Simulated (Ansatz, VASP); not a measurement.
**Two plane-wave programs on Tl**

```
Tl
1.0
     0.00000    2.49757    2.49757
     2.49757    0.00000    2.49757
     2.49757    2.49757    0.00000
Tl
1
Direct
  0.00000 0.00000 0.00000
```

Alike in both runs: functional PBE; k mesh 14 × 14 × 14; occupations fermi-dirac, width 0.08 eV; no spin polarisation.

Ansatz relaxed the structure, and its values are those at the end. VASP's run is a single point on that final structure, the one shown.

```csv
,VASP,Ansatz
version,VASP 6.6.1,Ansatz 0.2.0
potentials or method,"VASP PAW PBE potentials, release 64 (Tl_d)","PAW with Ansatz's default frozen-core files, scalar-relativistic"
plane-wave cutoff (eV),520,420
valence electrons in the cell,13,13
```

|  | VASP | Ansatz | Ansatz less VASP |
| --- | --- | --- | --- |
| pressure (GPa) | 0.0 | 0.0 | +0.06 |

Neither program's run includes spin-orbit coupling.
